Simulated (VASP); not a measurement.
# Be2H3 (Fd-3m) in VASP: density of states with PBE

Aim: the density of states of Be2H3 with PBE.

Everything below comes from runs of VASP 6.6.1. Logs are shortened: lines on timing, memory, paths and dates and some standing lists are left out, and cuts for length are marked.

### 1 The cell of the first run

The structure is cubic, space group Fd-3m (No. 227). The conventional cell has a = 6.087 Å, b = 6.087 Å, c = 6.087 Å, α = 90.00°, β = 90.00°, γ = 90.00°. Be (site symmetry -3m) has 6 Be at 2.15 Å and 12 H at 2.15 to 2.52 Å within 2.8 Å. Within 1.8 Å of H (site symmetry -3m) lie 2 H at 1.32 Å. Within 1.8 Å of H (site symmetry -43m) lie 4 H at 1.32 Å.

### 2 Density of states, PBE

POSCAR reads:

```
Be2H3
1.0
    0.0000000000      3.0434206413      3.0434206413
    3.0434206413      0.0000000000      3.0434206413
    3.0434206413      3.0434206413      0.0000000000
Be H
4 6
Direct
    0.6250000000      0.6250000000      0.6250000000
    0.6250000000      0.6250000000      0.1250000000
    0.6250000000      0.1250000000      0.6250000000
    0.1250000000      0.6250000000      0.6250000000
    0.1250000000      0.1250000000      0.1250000000
    0.1250000000      0.1250000000      0.6250000000
    0.1250000000      0.6250000000      0.1250000000
    0.6250000000      0.1250000000      0.1250000000
    0.2500000000      0.2500000000      0.2500000000
    0.0000000000      0.0000000000      0.0000000000
```

INCAR.step1 reads:

```
PREC     = Accurate       # precision mode
ENCUT    = 520            # plane-wave cutoff, eV
EDIFF    = 1E-6           # SCF threshold, eV
ISMEAR   = 0              # smearing method
SIGMA    = 0.1            # smearing width, eV
LREAL    = False          # projectors in reciprocal space
LASPH    = True           # aspherical terms in the spheres
NELM     = 100            # most SCF steps
ALGO     = Normal         # electronic algorithm
ISIF     = 2              # what is computed and relaxed
LWAVE    = False          # write WAVECAR
LCHARG   = True           # write CHGCAR
GGA      = PE             # functional
NBANDS   = 18             # bands
```

KPOINTS.step1 reads:

```
regular mesh
0
Gamma
  10 10 10
```

INCAR.step2 reads:

```
PREC     = Accurate       # precision mode
ENCUT    = 520            # plane-wave cutoff, eV
EDIFF    = 1E-6           # SCF threshold, eV
ISMEAR   = -5             # smearing method
SIGMA    = 0.1            # smearing width, eV
LREAL    = False          # projectors in reciprocal space
LASPH    = True           # aspherical terms in the spheres
NELM     = 100            # most SCF steps
ALGO     = Normal         # electronic algorithm
ISIF     = 2              # what is computed and relaxed
LWAVE    = False          # write WAVECAR
LCHARG   = False          # write CHGCAR
GGA      = PE             # functional
LORBIT   = 10             # projections on sites
NEDOS    = 2001           # points of the DOS
ICHARG   = 11             # starting density
```

KPOINTS.step2 reads:

```
regular mesh
0
Gamma
  15 15 15
```

Potentials or basis: VASP PAW PBE potentials, release 64 (Be, H).

On the command line:

```bash
cat potpaw_PBE.64/Be/POTCAR potpaw_PBE.64/H/POTCAR > POTCAR
cp INCAR.step1 INCAR
cp KPOINTS.step1 KPOINTS
mpirun -np 1 vasp_std > vasp.out
cp INCAR.step2 INCAR
cp KPOINTS.step2 KPOINTS
mpirun -np 1 vasp_std > vasp.out
```

OUTCAR:

```text
PREC = Accurate
   ENCUT = 520
   EDIFF = 1E-6
   ISMEAR = -5
   LREAL = False
   LASPH = True
   NELM = 100
   ISIF = 2
   GGA = PE
   LORBIT = 10
   ICHARG = 11

 ion  position               nearest neighbor table
   1  0.625  0.625  0.625-   2 2.15   3 2.15   4 2.15   2 2.15   3 2.15   4 2.15
   2  0.625  0.625  0.125-   1 2.15   1 2.15   3 2.15   4 2.15   3 2.15   4 2.15
   3  0.625  0.125  0.625-   1 2.15   2 2.15   1 2.15   2 2.15   4 2.15   4 2.15
   4  0.125  0.625  0.625-   1 2.15   2 2.15   3 2.15   1 2.15   2 2.15   3 2.15
   5  0.125  0.125  0.125-
   6  0.125  0.125  0.625-
   7  0.125  0.625  0.125-
   8  0.625  0.125  0.125-
   9  0.250  0.250  0.250-
  10  0.000  0.000  0.000-

  LATTYP: Found a face centered cubic cell.
 ALAT       =     6.0868412826

  Lattice vectors:

 A1 = (   0.0000000000,   3.0434206413,   3.0434206413)
 A2 = (   3.0434206413,   0.0000000000,   3.0434206413)
 A3 = (   3.0434206413,   3.0434206413,   0.0000000000)

Analysis of symmetry for initial positions (statically):
=====================================================================
 Subroutine PRICEL returns:
 Original cell was already a primitive cell.

 Routine SETGRP: Setting up the symmetry group for a
 face centered cubic supercell.

 Subroutine GETGRP returns: Found 48 space group operations
 (whereof 24 operations were pure point group operations)
 out of a pool of 48 trial point group operations.

The static configuration has the point symmetry T_d .
 The point group associated with its full space group is O_h .

Analysis of symmetry for dynamics (positions and initial velocities):
=====================================================================
 Subroutine PRICEL returns:
 Original cell was already a primitive cell.

 Routine SETGRP: Setting up the symmetry group for a
 face centered cubic supercell.

 Subroutine GETGRP returns: Found 48 space group operations
 (whereof 24 operations were pure point group operations)
 out of a pool of 48 trial point group operations.

The dynamic configuration has the point symmetry T_d .
 The point group associated with its full space group is O_h .

 Subroutine INISYM returns: Found 48 space group operations
 (whereof 24 operations are pure point group operations),
 and found     1 'primitive' translations

----------------------------------------------------------------------------------------

                                     Primitive cell

  volume of cell :      56.3788

  direct lattice vectors                    reciprocal lattice vectors
     0.000000000  3.043420641  3.043420641    -0.164288825  0.164288825  0.164288825
     3.043420641  0.000000000  3.043420641     0.164288825 -0.164288825  0.164288825
     3.043420641  3.043420641  0.000000000     0.164288825  0.164288825 -0.164288825

  length of vectors
     4.304046747  4.304046747  4.304046747     0.284556591  0.284556591  0.284556591

  position of ions in fractional coordinates (direct lattice)
     0.625000000  0.625000000  0.625000000
     0.625000000  0.625000000  0.125000000
     0.625000000  0.125000000  0.625000000
     0.125000000  0.625000000  0.625000000
     0.125000000  0.125000000  0.125000000
     0.125000000  0.125000000  0.625000000
     0.125000000  0.625000000  0.125000000
     0.625000000  0.125000000  0.125000000
     0.250000000  0.250000000  0.250000000
     0.000000000  0.000000000  0.000000000

  ion indices of the primitive-cell ions
   primitive index   ion index
                 1           1
                 2           2
                 3           3
                 4           4
                 5           5
                 6           6
                 7           7
                 8           8
                 9           9
                10          10

----------------------------------------------------------------------------------------

 KPOINTS: regular mesh

Automatic generation of k-mesh.
 Grid dimensions read from file:
 generate k-points for:   15   15   15

 Generating k-lattice:

  Cartesian coordinates                     Fractional coordinates (reciprocal lattice)
    -0.010952588  0.010952588  0.010952588     0.066666667  0.000000000  0.000000000
     0.010952588 -0.010952588  0.010952588     0.000000000  0.066666667  0.000000000
     0.010952588  0.010952588 -0.010952588     0.000000000  0.000000000  0.066666667

  Length of vectors
     0.018970439  0.018970439  0.018970439

  Shift w.r.t. Gamma in fractional coordinates (k-lattice)
     0.000000000  0.000000000  0.000000000

 TETIRR: Found    484 inequivalent tetrahedra from    20250

 Subroutine IBZKPT returns following result:
 ===========================================

 Found    120 irreducible k-points:

 Following reciprocal coordinates:
            Coordinates               Weight
  0.000000  0.000000  0.000000      1.000000
  0.066667  0.000000  0.000000      8.000000
  0.133333  0.000000  0.000000      8.000000
  0.200000  0.000000  0.000000      8.000000
  0.266667  0.000000  0.000000      8.000000
  0.333333  0.000000  0.000000      8.000000
[... 16 lines left out ...]
  0.133333  0.133333  0.000000      6.000000
  0.200000  0.133333  0.000000     24.000000
 [... further k-points ...]
   k-points           NKPTS =    120   k-points in BZ     NKDIM =    120   number of bands    NBANDS=     13
   number of dos      NEDOS =   2001   number of ions     NIONS =     10
   total plane-waves  NPLWV =  32768
   dimension x,y,z NGX =    32 NGY =   32 NGZ =   32
   dimension x,y,z NGXF=    64 NGYF=   64 NGZF=   64
   ions per type =               4   6
   NGX,Y,Z   is equivalent  to a cutoff of  12.36, 12.36, 12.36 a.u.
   NGXF,Y,Z  is equivalent  to a cutoff of  24.72, 24.72, 24.72 a.u.
 SYSTEM =  unknown system
   PREC   = accura    normal or accurate (medium, high low for compatibility)
   ISTART =      0    job   : 0-new  1-cont  2-samecut
   ICHARG =     11    charge: 1-file 2-atom 10-const
   ISPIN  =      1    spin polarized calculation?
   LNONCOLLINEAR =      F non collinear calculations
   LSORBIT =      F    spin-orbit coupling
   LASPH  =      T    aspherical Exc in radial PAW
   ENCUT  =  520.0 eV  38.22 Ry    6.18 a.u.   8.00  8.00  8.00*2*pi/ulx,y,z
   NELM   =    100;   NELMIN=  2; NELMDL=  0     # of ELM steps
   EDIFF  = 0.1E-05   stopping-criterion for ELM
   LREAL  =      F    real-space projection
   EDIFFG = 0.1E-04   stopping-criterion for IOM
   NSW    =      0    number of steps for IOM
   IBRION =     -1    ionic relax: 0-MD 1-quasi-New 2-CG
   NFREE  =      0    steps in history (QN), initial steepest desc. (CG)
   ISIF   =      2    stress and relaxation
   ISYM   =      2    0-nonsym 1-usesym 2-fastsym
   POTIM  = 0.5000    time-step for ionic-motion
   TEBEG  =    0.0;   TEEND  =   0.0 temperature during run
   PSTRESS=    0.0 pullay stress
   NELECT =      14.0000    total number of electrons
   NUPDOWN=      -1.0000    fix difference up-down
   EMIN   =  10.00;   EMAX   =-10.00  energy-range for DOS
   EFERMI =   0.00;   METHOD = LEGACY
   ISMEAR =    -5;   SIGMA  =   0.10  broadening in eV -4-tet -1-fermi 0-gaus
   EFERMI_NEDOS =   21; number of points for ismear=-14 and -15
   IALGO  =     38    algorithm
   IMIX   =      4    mixing-type and parameters
     AMIX     =   0.40;   BMIX     =  1.00
     AMIX_MAG =   1.60;   BMIX_MAG =  1.00
  volume/ion in A,a.u.               =       5.64        38.05
  Fermi-wavevector in a.u.,A,eV,Ry     =   1.028992  1.944514 14.406196  1.058825
  Thomas-Fermi vector in A             =   2.163017
   LORBIT       =     10    0 simple, 1 ext, 2 COOP (PROOUT), +10 PAW based schemes
   GGA     = PE    functional components
   LHFCALC =     F    Hartree Fock is set to
   AEXX    =    0.0000 exact exchange contribution
   IVDW    =     0    specifies the selected vdW correction
   LEPSILON=     F    determine dielectric tensor
   LRPA    =     F    only Hartree local field effects (RPA)
 non-spin polarized calculation
 Fermi weights with tetrahedron method with Bloechl corrections
  energy-cutoff  :      520.00
  volume of cell :       56.38
 maximum number of plane-waves:      1540

 number of electron      14.0000000 magnetization

 Free energy of the ion-electron system (eV)
  ---------------------------------------------------
  ext. energy  EPLUGINS =         0.00000000
  ---------------------------------------------------
  free energy    TOTEN  =       -27.01885893 eV

  energy without entropy =      -27.01885893  energy(sigma->0) =      -27.01885893

 E-fermi :   4.8035     XC(G=0): -10.2519

 val. band max:        4.8415174613   @ k =  -0.4667   0.2000   0.0667
 cond. band min:       4.8131210453   @ k =  -0.4000   0.4000   0.1333
 fundamental gap:     -0.0283964159
 Fermi energy:         4.8035381002

 k-point     1 :       0.0000    0.0000    0.0000
  band No.  band energies     occupation
      1      -8.3967      2.00000
      2       0.1859      2.00000
      3       1.7918      2.00000
      4       2.2079      2.00000
      5       2.2079      2.00000
      6       2.2079      2.00000
      7       2.5896      2.00000
      8       3.0840      2.00000
      9       3.0840      2.00000
     10       3.0840      2.00000
     11       6.3932      0.00000
     12       6.3932      0.00000
     13       9.7988      0.00000

 k-point     2 :       0.0667    0.0000    0.0000
  band No.  band energies     occupation
      1      -8.3546      2.00000
      2      -0.0060      2.00000
      3       1.3397      2.00000
      4       1.8706      2.00000
      5       2.0445      2.00000
      6       2.0445      2.00000
      7       2.8502      2.00000
      8       3.2725      2.00000
      9       3.2725      2.00000
     10       3.8920      2.09942
     11       6.3416      0.00000
[... 339 lines left out ...]
 k-point    24 :       0.2000    0.1333    0.0000
  band No.  band energies     occupation
      1      -8.0193      2.00000
      2      -1.1425      2.00000
      3       0.2222      2.00000
      4       0.8991      2.00000
      5       0.9131      2.00000
      6       1.4200      2.00000
      7       3.8701      2.00000
      8       4.7310      1.49489
      9       4.8970      0.32972
     10       5.5918     -0.05813
     11       6.2998      0.00000
     12       6.7751      0.00000
     13      10.0658      0.00000

 [... further k-points ...]
[... 5 lines left out ...]
  --------------------------------------------------------------------------------------
  -------------------------------------------------------------------------------------
  Total       -0.0177988     -0.0177988     -0.0177988      0.0000000      0.0000000      0.0000000
  in kB       -0.5058068     -0.5058068     -0.5058068      0.0000000      0.0000000      0.0000000
  external PRESSURE =      -0.5058068 kB  Pullay stress =       0.0000000 kB

 VOLUME and BASIS-vectors are now :
 -----------------------------------------------------------------------------
  energy-cutoff  :      520.00
  volume of cell :       56.38
      direct lattice vectors                 reciprocal lattice vectors
     0.000000000  3.043420641  3.043420641    -0.164288825  0.164288825  0.164288825
     3.043420641  0.000000000  3.043420641     0.164288825 -0.164288825  0.164288825
     3.043420641  3.043420641  0.000000000     0.164288825  0.164288825 -0.164288825

 POSITION                                       TOTAL-FORCE (eV/Angst)
 -----------------------------------------------------------------------------------
      3.80428      3.80428      3.80428         0.000000      0.000000     -0.000000
      2.28257      2.28257      3.80428         0.000000      0.000000     -0.000000
      2.28257      3.80428      2.28257         0.000000      0.000000     -0.000000
      3.80428      2.28257      2.28257         0.000000      0.000000     -0.000000
      0.76086      0.76086      0.76086         0.000000      0.000000     -0.000000
      2.28257      2.28257      0.76086         0.000000      0.000000     -0.000000
      2.28257      0.76086      2.28257         0.000000      0.000000     -0.000000
      0.76086      2.28257      2.28257         0.000000      0.000000     -0.000000
      1.52171      1.52171      1.52171        -0.000000      0.000000      0.000000
      0.00000      0.00000      0.00000         0.000000     -0.000000      0.000000
 -----------------------------------------------------------------------------------
    total drift:                               -0.000000      0.000000      0.000000

  FREE ENERGIE OF THE ION-ELECTRON SYSTEM (eV)
  ---------------------------------------------------
  free  energy   TOTEN  =       -27.0188589290 eV

  energy  without entropy=      -27.0188589290  energy(sigma->0) =      -27.01885893

 total charge

# of ion       s       p       d       tot
------------------------------------------
    1        0.435   0.610   0.000   1.045
    2        0.435   0.610   0.000   1.045
    3        0.435   0.610   0.000   1.045
    4        0.435   0.610   0.000   1.045
    5        0.450   0.022   0.000   0.472
    6        0.450   0.022   0.000   0.472
    7        0.450   0.022   0.000   0.472
    8        0.450   0.022   0.000   0.472
    9        0.425   0.032   0.000   0.457
   10        0.425   0.032   0.000   0.457
--------------------------------------------------
tot          4.392   2.592   0.000   6.984
```

Run time: 74 s. Hardware: 1 thread of Intel Xeon Platinum 8124M at 3.00GHz (Skylake/Cascade Lake), shared host; peak memory 0.21 GiB.

Results:

```
Valence electrons inside the program's atomic spheres : Be 1.04; H 0.47, 0.46
```

Levels at points of the mesh, in eV from the Fermi level:
```
           k point  band 3  band 4  band 5  band 6  band 7  band 8  band 9  band 10  band 11  band 12
(0.00, 0.00, 0.00)   -3.01   -2.60   -2.60   -2.60   -2.21   -1.72   -1.72    -1.72     1.59     1.59
```

Caveat: tetrahedron occupations give inexact forces and stress in metals.
